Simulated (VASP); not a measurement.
# AlIn2As2P: single point with PBE

The system is AlIn2As2P.

```
Al In P As
1.0
     4.51916    0.00000    0.00000
     0.00000    4.51916    0.00000
     0.00000    0.00000    5.80116
Al In P As
1 2 1 2
Direct
  0.00000 0.00000 0.50000
  0.50000 0.50000 0.27880
  0.50000 0.50000 0.72120
  0.00000 0.00000 0.00000
  0.00000 0.50000 0.00000
  0.50000 0.00000 0.00000
```

* Program: VASP 6.6.1
* Task: single point
* Functional: PBE
* Potentials or basis: VASP PAW PBE potentials, release 64 (Al, In_d, P, As)
* Cutoff: 520 eV
* k mesh: 4 × 4 × 4
* Occupations: gaussian, width 0.1 eV
* Spin: no spin polarisation

* Pressure: 16.9 GPa
* Largest force: 0.278 eV/Å
* Band gap on the k mesh: zero (band 22 reaches 8.64 eV, above the bottom of band 23 at 7.06 eV)

Forces on the atoms (eV/Å):
```
Al   0.000  0.000  0.000
In   0.000  0.000 -0.278
In   0.000  0.000  0.278
P    0.000  0.000  0.000
As   0.000  0.000  0.000
As   0.000  0.000  0.000
```

Stress tensor (GPa, compression positive):
```
19.25  0.00  0.00
 0.00 19.25  0.00
 0.00  0.00 12.13
```

Levels at points of the mesh, in eV from the Fermi level:
| k point | band 19 | band 20 | band 21 | band 22 | band 23 | band 24 | band 25 | band 26 |
| --- | --- | --- | --- | --- | --- | --- | --- | --- |
| (0.00, 0.00, 0.00) | -1.78 | -1.10 | -0.96 | -0.71 | 1.25 | 1.33 | 1.33 | 1.73 |
| (0.50, 0.00, 0.00) | -3.84 | -3.45 | -0.10 | 0.34 | 0.71 | 2.05 | 2.32 | 2.82 |
| (0.50, 0.50, 0.00) | -3.42 | -2.51 | -1.67 | -1.67 | -0.49 | 1.05 | 1.05 | 1.83 |
| (0.00, 0.00, 0.50) | -1.39 | -1.37 | -1.37 | -1.03 | -0.77 | -0.77 | 1.84 | 2.47 |
| (0.50, 0.00, 0.50) | -1.29 | -1.13 | -0.62 | 0.04 | 0.61 | 0.93 | 0.95 | 1.42 |
| (0.50, 0.50, 0.50) | -0.48 | -0.05 | 0.81 | 0.81 | 1.47 | 1.60 | 1.60 | 1.83 |

Run time: 52 s on 1 thread of Intel(R) Xeon(R) Platinum 8375C CPU @ 2.90GHz (Ice Lake), on a shared host, peak memory 0.27 GiB.

Caveat: spin-orbit coupling is left out, which moves the levels of the heavy elements.
